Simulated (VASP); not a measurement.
# LaCoPO (P4/nmm) in VASP: single point with PBE+U

Aim: the single point of LaCoPO with PBE+U.

All numbers are computed with VASP 6.6.1; they aren't measurements. Logs are shortened: lines on timing, memory, paths and dates and some standing lists are left out, and cuts for length are marked.

## Step 1: The cell of the first run

Symmetry: P4/nmm, No. 129, tetragonal system. Conventional cell: a = 3.972 Å, b = 3.972 Å, c = 8.086 Å, α = 90.00°, β = 90.00°, γ = 90.00°. Within 3.1 Å of La (site symmetry 4mm) lie 4 O at 2.35 Å. Within 2.9 Å of Co (site symmetry -4m2) lie 4 P at 2.22 Å and 4 Co at 2.81 Å. P (site symmetry 4mm) has 4 Co at 2.22 Å within 2.9 Å. Within 3.1 Å of O (site symmetry -4m2) lie 4 La at 2.35 Å and 4 O at 2.81 Å.

## Step 2: Single point, PBE+U, collinear spin, ferromagnetic start (15.95 Å³/atom)

Contents of INCAR:

```
ALGO = Normal
EDIFF = 1E-7
ENCUT = 520
GGA = PE
ISIF = 2
ISMEAR = 0
ISPIN = 2
LASPH = T
LCHARG = F
LDAU = T
LDAUJ = 0 0 0 0
LDAUL = -1 2 -1 -1
LDAUPRINT = 1
LDAUTYPE = 2
LDAUU = 0 3.3 0 0
LMAXMIX = 6
LORBIT = 11
LREAL = F
LWAVE = F
MAGMOM = 0 0 0.82 0.82 -0.01 -0.01 0 0
NBANDS = 45
NELM = 150
PREC = Accurate
SIGMA = 0.05
```

Contents of KPOINTS:

```
k-points
0
Gamma
  6 6 4
```

Contents of POSCAR:

```
LaCoPO
1.0
    3.9721356292      0.0000000000      0.0000000000
    0.0000000000      3.9721356292      0.0000000000
    0.0000000000      0.0000000000      8.0857445762
La Co P O
2 2 2 2
Direct
    0.0000000000      0.5000000000      0.8453230204
    0.5000000000      0.0000000000      0.1546769796
    0.5000000000      0.5000000000      0.5000000000
    0.0000000000      0.0000000000      0.5000000000
    0.5000000000      0.0000000000      0.6217825614
    0.0000000000      0.5000000000      0.3782174386
    0.0000000000      0.0000000000      0.0000000000
    0.5000000000      0.5000000000      0.0000000000
```

Potentials or basis: VASP PAW PBE potentials, release 64 (La, Co, P, O).

Started as:

```sh
$ cat potpaw_PBE.64/La/POTCAR potpaw_PBE.64/Co/POTCAR potpaw_PBE.64/P/POTCAR potpaw_PBE.64/O/POTCAR > POTCAR
$ mpirun -np 1 vasp_std > vasp.out
```

OUTCAR:

```text
EDIFF = 1E-7
   ENCUT = 520
   GGA = PE
   ISIF = 2
   ISMEAR = 0
   ISPIN = 2
   LASPH = T
   LORBIT = 11
   LREAL = F
   NELM = 150
   PREC = Accurate

 ion  position               nearest neighbor table
   1  0.000  0.500  0.845-   7 2.35   8 2.35   7 2.35   8 2.35
   2  0.500  0.000  0.155-   7 2.35   8 2.35   8 2.35   7 2.35
   3  0.500  0.500  0.500-   5 2.22   6 2.22   5 2.22   6 2.22   4 2.81   4 2.81   4 2.81   4 2.81

   4  0.000  0.000  0.500-   5 2.22   6 2.22   6 2.22   5 2.22   3 2.81   3 2.81   3 2.81   3 2.81

   5  0.500  0.000  0.622-   3 2.22   4 2.22   3 2.22   4 2.22
   6  0.000  0.500  0.378-   3 2.22   4 2.22   4 2.22   3 2.22
   7  0.000  0.000  0.000-   1 2.35   2 2.35   1 2.35   2 2.35
   8  0.500  0.500  0.000-   1 2.35   2 2.35   2 2.35   1 2.35

  LATTYP: Found a simple tetragonal cell.
 ALAT       =     3.9721356292
 C/A-ratio  =     2.0356164369

  Lattice vectors:

 A1 = (   3.9721356292,   0.0000000000,   0.0000000000)
 A2 = (   0.0000000000,   3.9721356292,   0.0000000000)
 A3 = (   0.0000000000,   0.0000000000,   8.0857445762)

Analysis of symmetry for initial positions (statically):
=====================================================================
 Subroutine PRICEL returns:
 Original cell was already a primitive cell.

 Routine SETGRP: Setting up the symmetry group for a
 simple tetragonal supercell.

 Subroutine GETGRP returns: Found 16 space group operations
 (whereof  8 operations were pure point group operations)
 out of a pool of 16 trial point group operations.

The static configuration has the point symmetry D_2d.
 The point group associated with its full space group is D_4h.

Analysis of symmetry for dynamics (positions and initial velocities):
=====================================================================
 Subroutine PRICEL returns:
 Original cell was already a primitive cell.

 Routine SETGRP: Setting up the symmetry group for a
 simple tetragonal supercell.

 Subroutine GETGRP returns: Found 16 space group operations
 (whereof  8 operations were pure point group operations)
 out of a pool of 16 trial point group operations.

The dynamic configuration has the point symmetry D_2d.
 The point group associated with its full space group is D_4h.

Analysis of structural, dynamic, and magnetic symmetry:
=====================================================================
 Subroutine PRICEL returns:
 Original cell was already a primitive cell.

 Routine SETGRP: Setting up the symmetry group for a
 simple tetragonal supercell.

 Subroutine GETGRP returns: Found 16 space group operations
 (whereof  8 operations were pure point group operations)
 out of a pool of 16 trial point group operations.

The overall configuration has the point symmetry D_2d.
 The point group associated with its full space group is D_4h.

 Subroutine INISYM returns: Found 16 space group operations
 (whereof  8 operations are pure point group operations),
[... 175 lines left out ...]
  o =  0.7658  v =  0.0000  0.0000  0.0000  0.0000  0.0000  0.0000 -0.0000  1.0000 -0.0000  0.0000      0.0000  0.0000  0.0000  0.0000  0.0000  0.0000  0.0000  0.0000  0.0000  0.0000
  o =  0.7677  v =  0.0000 -0.0000 -0.0000  0.0000  1.0000  0.0000  0.0000  0.0000  0.0000  0.0000      0.0000  0.0000  0.0000  0.0000  0.0000  0.0000  0.0000  0.0000  0.0000  0.0000
  o =  0.7916  v =  0.0000  0.0000  0.0000  0.0000  0.0000  0.0000 -0.1821 -0.0000  0.9833  0.0000      0.0000  0.0000  0.0000  0.0000  0.0000  0.0000  0.0000  0.0000  0.0000  0.0000
  o =  0.7916  v =  0.0000  0.0000  0.0000  0.0000  0.0000  0.0000 -0.9833 -0.0000 -0.1821  0.0000      0.0000  0.0000  0.0000  0.0000  0.0000  0.0000  0.0000  0.0000  0.0000  0.0000
  o =  0.8290  v =  0.0000  0.9343 -0.0000 -0.3565  0.0000  0.0000  0.0000  0.0000  0.0000  0.0000      0.0000  0.0000  0.0000  0.0000  0.0000  0.0000  0.0000  0.0000  0.0000  0.0000
  o =  0.8290  v =  0.0000 -0.3565 -0.0000 -0.9343 -0.0000  0.0000  0.0000  0.0000  0.0000  0.0000      0.0000  0.0000  0.0000  0.0000  0.0000  0.0000  0.0000  0.0000  0.0000  0.0000
  o =  0.8540  v =  0.0000 -0.0000  1.0000 -0.0000  0.0000  0.0000  0.0000  0.0000  0.0000  0.0000      0.0000  0.0000  0.0000  0.0000  0.0000  0.0000  0.0000  0.0000  0.0000  0.0000
  o =  0.9245  v =  1.0000  0.0000  0.0000  0.0000  0.0000  0.0000  0.0000  0.0000  0.0000  0.0000      0.0000  0.0000  0.0000  0.0000  0.0000  0.0000  0.0000  0.0000  0.0000  0.0000

atom =   4  type =  2  l = 2

 onsite density matrix

spin component  1

  0.9245 -0.0000  0.0000  0.0000  0.0000
 -0.0000  0.8290  0.0000  0.0000  0.0000
  0.0000  0.0000  0.8540  0.0000  0.0000
  0.0000  0.0000  0.0000  0.8290 -0.0000
  0.0000  0.0000  0.0000 -0.0000  0.7677

spin component  2

  0.3464  0.0000  0.0000 -0.0000 -0.0000
  0.0000  0.7916 -0.0000  0.0000 -0.0000
  0.0000 -0.0000  0.7658 -0.0000  0.0000
 -0.0000  0.0000 -0.0000  0.7916  0.0000
 -0.0000 -0.0000  0.0000  0.0000  0.7422

 occupancies and eigenvectors

  o =  0.3464  v =  0.0000  0.0000  0.0000  0.0000  0.0000  1.0000  0.0000  0.0000  0.0000  0.0000      0.0000  0.0000  0.0000  0.0000  0.0000  0.0000  0.0000  0.0000  0.0000  0.0000
  o =  0.7422  v =  0.0000  0.0000  0.0000  0.0000  0.0000  0.0000 -0.0000 -0.0000 -0.0000  1.0000      0.0000  0.0000  0.0000  0.0000  0.0000  0.0000  0.0000  0.0000  0.0000  0.0000
  o =  0.7658  v =  0.0000  0.0000  0.0000  0.0000  0.0000  0.0000 -0.0000 -1.0000 -0.0000 -0.0000      0.0000  0.0000  0.0000  0.0000  0.0000  0.0000  0.0000  0.0000  0.0000  0.0000
  o =  0.7677  v =  0.0000  0.0000 -0.0000 -0.0000  1.0000  0.0000  0.0000  0.0000  0.0000  0.0000      0.0000  0.0000  0.0000  0.0000  0.0000  0.0000  0.0000  0.0000  0.0000  0.0000
  o =  0.7916  v =  0.0000  0.0000  0.0000  0.0000  0.0000  0.0000 -0.1034  0.0000 -0.9946 -0.0000      0.0000  0.0000  0.0000  0.0000  0.0000  0.0000  0.0000  0.0000  0.0000  0.0000
  o =  0.7916  v =  0.0000  0.0000  0.0000  0.0000  0.0000  0.0000  0.9946 -0.0000 -0.1034  0.0000      0.0000  0.0000  0.0000  0.0000  0.0000  0.0000  0.0000  0.0000  0.0000  0.0000
  o =  0.8290  v =  0.0000  0.1916 -0.0000 -0.9815 -0.0000  0.0000  0.0000  0.0000  0.0000  0.0000      0.0000  0.0000  0.0000  0.0000  0.0000  0.0000  0.0000  0.0000  0.0000  0.0000
  o =  0.8290  v =  0.0000  0.9815  0.0000  0.1916 -0.0000  0.0000  0.0000  0.0000  0.0000  0.0000      0.0000  0.0000  0.0000  0.0000  0.0000  0.0000  0.0000  0.0000  0.0000  0.0000
  o =  0.8540  v =  0.0000 -0.0000  1.0000 -0.0000  0.0000  0.0000  0.0000  0.0000  0.0000  0.0000      0.0000  0.0000  0.0000  0.0000  0.0000  0.0000  0.0000  0.0000  0.0000  0.0000
  o =  0.9245  v =  1.0000  0.0000  0.0000  0.0000  0.0000  0.0000  0.0000  0.0000  0.0000  0.0000      0.0000  0.0000  0.0000  0.0000  0.0000  0.0000  0.0000  0.0000  0.0000  0.0000

 number of electron      61.9999982 magnetization       1.4356203

 Free energy of the ion-electron system (eV)
  ---------------------------------------------------
  ext. energy  EPLUGINS =         0.00000000
  ---------------------------------------------------
  free energy    TOTEN  =       -54.83044105 eV

  energy without entropy =      -54.82928646  energy(sigma->0) =      -54.82986376

 E-fermi :   8.5456     XC(G=0): -11.0208

 val. band max:        8.5108662199   @ k =   0.3333   0.3333   0.5000
 cond. band min:       8.5732272876   @ k =   0.3333   0.3333   0.0000
 fundamental gap:      0.0623610676
 Fermi energy:         8.5456072676

 spin component 1

 k-point     1 :       0.0000    0.0000    0.0000
  band No.  band energies     occupation
      1     -23.1707      1.00000
      2     -22.9280      1.00000
      3     -10.6554      1.00000
      4      -9.2354      1.00000
      5      -7.0534      1.00000
      6      -7.0534      1.00000
[... 2201 lines left out ...]
     42      12.0173      0.00000
     43      12.0466      0.00000

 [... further k-points ...]

 [bands above 43 left out]

------------------------ aborting loop because EDIFF is reached ----------------------------------------

  FORCE on cell =-STRESS in cart. coord.  units (eV):
  Direction    XX          YY          ZZ          XY          YZ          ZX
  --------------------------------------------------------------------------------------
  -------------------------------------------------------------------------------------
  Total        2.0537165      2.0537165      2.3588882      0.0000000      0.0000000      0.0000000
  in kB       25.7918755     25.7918755     29.6244156      0.0000000      0.0000000      0.0000000
  external PRESSURE =      27.0693888 kB  Pullay stress =       0.0000000 kB

 VOLUME and BASIS-vectors are now :
 -----------------------------------------------------------------------------
  energy-cutoff  :      520.00
  volume of cell :      127.58
      direct lattice vectors                 reciprocal lattice vectors
     3.972135629  0.000000000  0.000000000     0.251753740  0.000000000  0.000000000
     0.000000000  3.972135629  0.000000000     0.000000000  0.251753740  0.000000000
     0.000000000  0.000000000  8.085744576     0.000000000  0.000000000  0.123674448

 POSITION                                       TOTAL-FORCE (eV/Angst)
 -----------------------------------------------------------------------------------
      0.00000      1.98607      6.83507        -0.000000     -0.000000     -0.047899
      1.98607      0.00000      1.25068         0.000000     -0.000000      0.047899
      1.98607      1.98607      4.04287         0.000000      0.000000      0.000000
      0.00000      0.00000      4.04287        -0.000000     -0.000000      0.000000
      1.98607      0.00000      5.02757        -0.000000     -0.000000     -0.199860
      0.00000      1.98607      3.05817        -0.000000     -0.000000      0.199860
      0.00000      0.00000      0.00000        -0.000000     -0.000000      0.000000
      1.98607      1.98607      0.00000        -0.000000      0.000000      0.000000
 -----------------------------------------------------------------------------------
    total drift:                                0.000000      0.000000      0.000000

  FREE ENERGIE OF THE ION-ELECTRON SYSTEM (eV)
  ---------------------------------------------------
  free  energy   TOTEN  =       -54.8304410519 eV

  energy  without entropy=      -54.8292864584  energy(sigma->0) =      -54.82986376

 total charge

# of ion       s       p       d       f       tot
--------------------------------------------------
    1        2.021   5.684   0.696   0.248   8.650
    2        2.021   5.684   0.696   0.248   8.650
    3        0.450   0.531   7.605   0.000   8.586
    4        0.450   0.531   7.605   0.000   8.586
    5        1.033   1.461   0.000   0.000   2.494
    6        1.033   1.461   0.000   0.000   2.494
    7        1.573   3.477   0.000   0.000   5.050
    8        1.573   3.477   0.000   0.000   5.050
--------------------------------------------------
tot         10.153  22.308  16.601   0.497  49.559

 magnetization (x)

# of ion       s       p       d       f       tot
--------------------------------------------------
    1       -0.000   0.000   0.000  -0.002  -0.002
    2       -0.000   0.000   0.000  -0.002  -0.002
    3        0.011  -0.003   0.768   0.000   0.775
    4        0.011  -0.003   0.768   0.000   0.775
    5        0.000  -0.005   0.000   0.000  -0.005
    6        0.000  -0.005   0.000   0.000  -0.005
    7       -0.000  -0.001   0.000   0.000  -0.001
    8       -0.000  -0.001   0.000   0.000  -0.001
--------------------------------------------------
tot          0.022  -0.019   1.536  -0.004   1.535
```

It took 20 min on 1 thread of Intel Xeon 8259CL, shared host; peak memory 0.46 GiB.

Results:

| Item | Value |
| --- | --- |
| Free energy | -54.8304 eV |
| Pressure | 2.7 GPa |
| Largest force | 0.200 eV/Å |
| Net moment | 1.44 μB per cell |
| Site moments | La -0.00; Co +0.78; P -0.01; O -0.00 μB |
| Valence electrons inside the program's atomic spheres | La 8.65; Co 8.59; P 2.49; O 5.05 |

Forces on the atoms (eV/Å):
```
La   0.000  0.000 -0.048
La   0.000  0.000  0.048
Co   0.000  0.000  0.000
Co   0.000  0.000  0.000
P    0.000  0.000 -0.200
P    0.000  0.000  0.200
O    0.000  0.000  0.000
O    0.000  0.000  0.000
```

Eigenvalues of the final occupation matrices:
```
    site  spin  trace               eigenvalues
site 3 d     1   4.20  0.77 0.83 0.83 0.85 0.92
site 3 d     2   3.44  0.35 0.74 0.77 0.79 0.79
site 4 d     1   4.20  0.77 0.83 0.83 0.85 0.92
site 4 d     2   3.44  0.35 0.74 0.77 0.79 0.79
```

Caveat: spin-orbit coupling is left out, which moves the levels of the heavy elements. The state reached can hang on the start; a lower one may exist.
